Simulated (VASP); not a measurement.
A run of VASP 6.6.1 is set up as follows.

File INCAR:

```
SYSTEM = HfC
ALGO = Normal ; EDIFF = 1E-8
ENCUT = 520 ; GGA = PE
ISIF = 2 ; ISMEAR = -1
LASPH = .TRUE. ; LCHARG = .FALSE.
LEFG = .TRUE. ; LREAL = .FALSE.
LWAVE = .FALSE. ; NBANDS = 14
NELM = 80 ; PREC = Accurate
SIGMA = 0.05
```

KPOINTS

```
k-points
0
G
  15 15 15
  0 0 0
```

The input POSCAR:

```
HfC
1.0
    0.0232500000      2.3366250000      2.3366250000
    2.3366250000      0.0232500000      2.3366250000
    2.3366250000      2.3366250000      0.0232500000
Hf C
1 1
Direct
    0.5000000000      0.5000000000      0.5000000000
    0.0000000000      0.0000000000      0.0000000000
```

Potentials or basis: VASP PAW PBE potentials, release 64 (Hf_pv, C).

Run with:

```bash
$ cat potpaw_PBE.64/Hf_pv/POTCAR potpaw_PBE.64/C/POTCAR > POTCAR
$ mpirun -np 1 vasp_std > vasp.out
```

(1) Predict the pressure.

(2) Estimate the band gap on the k mesh.

## Answers

(1) -0.4 GPa.

(2) zero (band 7 reaches 6.99 eV, above the bottom of band 8 at 5.58 eV).

Caveat: the cell differs from its parent crystal (equal xy, yz and zx shear strains of +1 %); without QUAD_EFG the Cq values of the log hold for a quadrupole moment of 1 mb, not for the nuclei; spin-orbit coupling is left out, which moves the levels of the heavy elements.
